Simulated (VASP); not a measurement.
Here is a VASP 6.6.1 calculation.

Contents of INCAR:

```
PREC = Accurate
ENCUT = 600
EDIFF = 1E-7
ISMEAR = -1
SIGMA = 0.1
LREAL = F
LASPH = T
NELM = 80
ALGO = Normal
ISIF = 3
LWAVE = F
LCHARG = F
GGA = PS
IBRION = 2
NSW = 80
EDIFFG = -0.03
```

Contents of KPOINTS:

```
regular mesh
0
Gamma
  8 8 3
```

Contents of POSCAR:

```
Ti3Al
1.0
    2.9275420000      0.0000000000      0.0000000000
   -1.4637710000      2.5353260000      0.0000000000
    0.0000000000      0.0000000000      9.2263620000
Ti Al
3 1
Direct
    0.6666666667      0.3333333333      0.0000000000
    0.3333333333      0.6666666667      0.7505940000
    0.3333333333      0.6666666667      0.2494060000
    0.6666666667      0.3333333333      0.5000000000
```

Potentials or basis: VASP PAW PBE potentials, release 64 (Ti_sv, Al).

The run is started by

```bash
$ cat potpaw_PBE.64/Ti_sv/POTCAR potpaw_PBE.64/Al/POTCAR > POTCAR
$ mpirun -np 1 vasp_std > vasp.out
```

Question: What does it give for the relaxed volume?

Answer: 16.59 Å³/atom.

Question: Estimate the band gap on the k mesh.

Answer: Zero (an odd number of electrons rules out a gap without spin polarisation).

Question: Estimate the relaxed cell.

Answer: a = 2.896 Å, b = 2.896 Å, c = 9.132 Å, α = 90.00°, β = 90.00°, γ = 120.00°.

Stress tensor (GPa, compression positive):
```
-0.21  0.00  0.00
 0.00 -0.21  0.00
 0.00  0.00  0.22
```

Caveat: the PAW data sets were made with another functional, which shifts forces and pressure a little.
